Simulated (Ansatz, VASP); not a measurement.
## Ta: VASP beside Ansatz

INCAR

```
SYSTEM = Ta
PREC     = Accurate       ! precision mode
ENCUT    = 600            ! plane-wave cutoff, eV
EDIFF    = 1E-7           ! SCF threshold, eV
ISMEAR   = -1             ! smearing method
SIGMA    = 0.05           ! smearing width, eV
LREAL    = .FALSE.        ! projectors in reciprocal space
LASPH    = .TRUE.         ! aspherical terms in the spheres
NELM     = 80             ! most SCF steps
ALGO     = Normal         ! electronic algorithm
ISIF     = 3              ! what is computed and relaxed
LWAVE    = .FALSE.        ! write WAVECAR
LCHARG   = .FALSE.        ! write CHGCAR
GGA      = PE             ! functional
IBRION   = 2              ! ionic algorithm
NSW      = 60             ! ionic steps
EDIFFG   = -0.005         ! ionic threshold
```

KPOINTS

```
Automatic mesh
0
G
  17 17 17
  0 0 0
```

Contents of POSCAR:

```
Ta
1.0
   -1.6607199181      1.6607199181      1.6607199181
    1.6607199181     -1.6607199181      1.6607199181
    1.6607199181      1.6607199181     -1.6607199181
Ta
1
Direct
    0.0000000000      0.0000000000      0.0000000000
```

Input for Ansatz:

```yaml
crystal:
  lattice:
    - [-1.6607199181, 1.6607199181, 1.6607199181]
    - [1.6607199181, -1.6607199181, 1.6607199181]
    - [1.6607199181, 1.6607199181, -1.6607199181]
  atoms:
    - { symbol: Ta, position: [0.0, 0.0, 0.0] }
kpoints:
  mp_grid: { grid: [17, 17, 17] }
scf:
  occupations: { method: fermi_dirac, width: 0.05 }
hamiltonian:
  xc: pbe
  pseudopotentials: { kind: paw }
output:
  forces: true
  stress: true
relax:
  f_tol: 0.005
  max_steps: 40
  cell: {}
```

Alike in both runs: task relaxation of cell and atoms; functional PBE; k mesh 17 × 17 × 17; occupations fermi-dirac, width 0.05 eV; no spin polarisation.

|  | VASP | Ansatz |
| --- | --- | --- |
| version | VASP 6.6.1 | Ansatz 0.2.0 |
| potentials or method | VASP PAW PBE potentials, release 64 (Ta_pv) | PAW with Ansatz's default frozen-core files, scalar-relativistic |
| plane-wave cutoff (eV) | 600 | 420 |
| valence electrons in the cell | 11 | 13 |

VASP gave:

| Item | Value |
| --- | --- |
| relaxed volume (Å³/atom) | 18.29 |
| relaxed cell length with the largest relative difference (Å) | 2.875 |

Q: Which values does Ansatz return?

A: Relaxed volume (Å³/atom): 18.28; relaxed cell length with the largest relative difference (Å): 2.874.

VASP's potentials hold 11 valence electrons a cell and Ansatz's 13, so a difference there can come from the potentials and not from the codes.

Neither program's run includes spin-orbit coupling.
